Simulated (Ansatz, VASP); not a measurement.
# AlCo3 in VASP and in Ansatz

```
Al Co
1.0
     3.52932    0.00000    0.00000
     0.00000    3.52932    0.00000
     0.00000    0.00000    3.52932
Al Co
1 3
Direct
  0.00000 0.00000 0.00000
  0.50000 0.50000 0.00000
  0.50000 0.00000 0.50000
  0.00000 0.50000 0.50000
```

Alike in both runs: functional PBEsol; k mesh 12 × 12 × 12; occupations gaussian, width 0.1 eV; collinear spin.

Ansatz relaxed the structure, and its values are those at the end. VASP's run is a single point on that final structure, the one shown.

```csv
,VASP,Ansatz
version,VASP 6.6.1,Ansatz 0.2.0
potentials or method,"VASP PAW PBE potentials, release 64 (Al, Co), cutoff 520 eV","scalar-relativistic, plane waves, PAW"
valence electrons in the cell,30,54
```

|  | VASP | Ansatz | Ansatz less VASP |
| --- | --- | --- | --- |
| gap on the k mesh at the Fermi level (eV) | none | none | - |
| pressure (GPa) | -0.3 | 0.0 | +0.32 |
| net moment per atom (μB) | 0.95 | 0.95 | +0.009 |
| size of the moment on the site where the two differ most (μB) | 1.29 | 1.32 | +0.030 |

VASP's potentials were made for PBE, not for PBEsol. Site moments also hang on the region over which each program counts them. A gap of «none» marks a metal or a gap that the smearing closes. VASP's potentials hold 30 valence electrons a cell and Ansatz's 54, so a difference there can come from the potentials and not from the codes.
